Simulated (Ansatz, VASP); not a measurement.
**NaI: VASP beside Ansatz**

```xyz
2
Lattice="0.0000 3.2364 3.2364 3.2364 0.0000 3.2364 3.2364 3.2364 0.0000" Properties=species:S:1:pos:R:3 pbc="T T T"
Na    0.0000    0.0000    0.0000
I     3.2364    3.2364    3.2364
```

Alike in both runs: task single point; functional PBEsol; k mesh 7 × 7 × 7; occupations fermi-dirac, width 0.01 eV; no spin polarisation.

```csv
,VASP,Ansatz
version,VASP 6.6.1,Ansatz 0.2.0
potentials or method,"VASP PAW PBE potentials, release 64 (Na_pv, I), cutoff 520 eV","all-electron LAPW, scalar-relativistic"
```

|  | VASP | Ansatz | Ansatz less VASP |
| --- | --- | --- | --- |
| gap on the k mesh at the Fermi level (eV) | 3.51 | 3.51 | +0.004 |
| pressure (GPa) | -0.5 | -0.5 | -0.02 |

VASP's potentials were made for PBE, not for PBEsol. Ansatz ran all-electron here, and VASP with PAW potentials.

Neither program's run includes spin-orbit coupling.
